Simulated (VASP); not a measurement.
Input of a VASP 6.6.1 run:

File INCAR:

```
PREC = Accurate ; ENCUT = 600
EDIFF = 1E-6 ; ISMEAR = 0
SIGMA = 0.1 ; LREAL = F
LASPH = T ; NELM = 120
ALGO = Normal ; ISIF = 2
LWAVE = F ; LCHARG = F
GGA = PE ; NBANDS = 12
GGA_COMPAT = F
```

The input KPOINTS:

```
Automatic mesh
0
Gamma
  20 20 20
```

POSCAR

```
Cu
1.0
   -1.4424440542      1.4424440542      1.4424440542
    1.4424440542     -1.4424440542      1.4424440542
    1.4424440542      1.4424440542     -1.4424440542
Cu
1
Direct
    0.0000000000      0.0000000000      0.0000000000
```

Potentials or basis: VASP PAW PBE potentials, release 64 (Cu).

The run is started by

```bash
$ cat potpaw_PBE.64/Cu/POTCAR > POTCAR
$ mpirun -np 1 vasp_std > vasp.out
```

Problem. Predict the band gap on the k mesh.

Solution. Zero (an odd number of electrons rules out a gap without spin polarisation).

Problem. What does it give for the pressure?

Solution. 0.6 GPa.
